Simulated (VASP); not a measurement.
A run of VASP 6.6.1 is set up as follows.

INCAR

```
ALGO = Normal ; EDIFF = 1E-6
ENCUT = 500 ; GGA = RE
GGA_COMPAT = F ; ISIF = 2
ISMEAR = 1 ; LASPH = T
LCHARG = F ; LREAL = F
LWAVE = F ; NBANDS = 15
NELM = 120 ; PREC = Accurate
SIGMA = 0.02
```

Contents of KPOINTS:

```
k-points
0
Gamma
  4 4 4
```

Contents of POSCAR:

```
KBr
1.0
    4.1421595963      0.0000000000      0.0000000000
    0.0000000000      4.1421595963      0.0000000000
    0.0000000000      0.0000000000      4.1421595963
K Br
1 1
Direct
    0.0000000000      0.0000000000      0.0000000000
    0.5000000000      0.5000000000      0.5000000000
```

Potentials or basis: VASP PAW PBE potentials, release 64 (K_sv, Br).

Command:

```bash
$ cat potpaw_PBE.64/K_sv/POTCAR potpaw_PBE.64/Br/POTCAR > POTCAR
$ mpirun -np 1 vasp_std > vasp.out
```

(1) Predict the band gap on the k mesh.

(2) Predict the pressure.

Answers

(1) 3.93 eV, indirect (least direct gap 4.16 eV).

(2) 0.2 GPa.

Caveat: the PAW data sets were made with another functional, which shifts forces and pressure a little.
